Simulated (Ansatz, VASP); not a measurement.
# One calculation of CdF2, two programs

File POSCAR:

```
CdF2
1.0
    0.0000000000      2.6940000000      2.6940000000
    3.0474528000      0.0000000000      2.6940000000
    3.0474528000      2.6940000000      0.0000000000
Cd F
1 2
Direct
    0.0000000000      0.0000000000      0.0000000000
    0.2500000000      0.2500000000      0.2500000000
    0.7500000000      0.7500000000      0.7500000000
```

File INCAR.step1:

```
PREC = Accurate ; ENCUT = 520
ISMEAR = 0 ; SIGMA = 0.05
LREAL = F ; LASPH = T
NELM = 60 ; NBANDS = 20
GGA = PE ; ALGO = Normal
EDIFF = 1E-4 ; LWAVE = T
LCHARG = F
```

File INCAR.step2:

```
PREC = Accurate ; ENCUT = 520
EDIFF = 1E-7 ; ISMEAR = 0
SIGMA = 0.05 ; LREAL = F
LASPH = T ; NELM = 60
ALGO = Normal ; ISIF = 2
LWAVE = F ; LCHARG = F
METAGGA = R2SCAN ; LMIXTAU = T
NBANDS = 20 ; ISTART = 1
```

KPOINTS

```
Automatic mesh
0
Gamma
  8 8 8
```

Input for Ansatz:

```yaml
crystal:
  lattice:
    - [0.0, 2.694, 2.694]
    - [3.0474528, 0.0, 2.694]
    - [3.0474528, 2.694, 0.0]
  atoms:
    - { symbol: Cd, position: [0.0, 0.0, 0.0] }
    - { symbol: F, position: [0.25, 0.25, 0.25] }
    - { symbol: F, position: [0.75, 0.75, 0.75] }
basis:
  ecutwfc: 500
kpoints:
  mp_grid: { grid: [8, 8, 8] }
hamiltonian:
  xc: r2scan
scf:
  occupations: { method: gaussian, width: 0.05 }
output:
  forces: true
  stress: true
  eigenvalues: true
  write_density: true
  write_potential: true
  elf: true
  volumetric_format: npy
```

Change from the starting cell: strain +0.1312 x Voigt [1, 0, 0, 0, 0, 0], atoms carried along.

Alike in both runs: task single point; functional r2SCAN; k mesh 8 × 8 × 8; occupations gaussian, width 0.05 eV; no spin polarisation.

|  | VASP | Ansatz |
| --- | --- | --- |
| version | VASP 6.6.1 | Ansatz 0.2.0 |
| potentials or method | VASP PAW PBE potentials, release 64 (Cd, F), cutoff 520 eV | scalar-relativistic, plane waves, PAW |
| valence electrons in the cell | 26 | 34 |

```tsv
	VASP	Ansatz	Ansatz less VASP
gap on the k mesh at the Fermi level (eV)	2.95	2.99	+0.036
least direct gap on the mesh (eV)	3.50	3.54	+0.038
pressure (GPa)	-10.0	-10.5	-0.41
traceless stress, the component that is largest in VASP (GPa)	-8.87	-8.97	-0.099
```

VASP's potentials were made for PBE, not for r2SCAN. The functional is the same, so the differences come from potentials, cutoffs and numerics. VASP's potentials hold 26 valence electrons a cell and Ansatz's 34, so a difference there can come from the potentials and not from the codes.
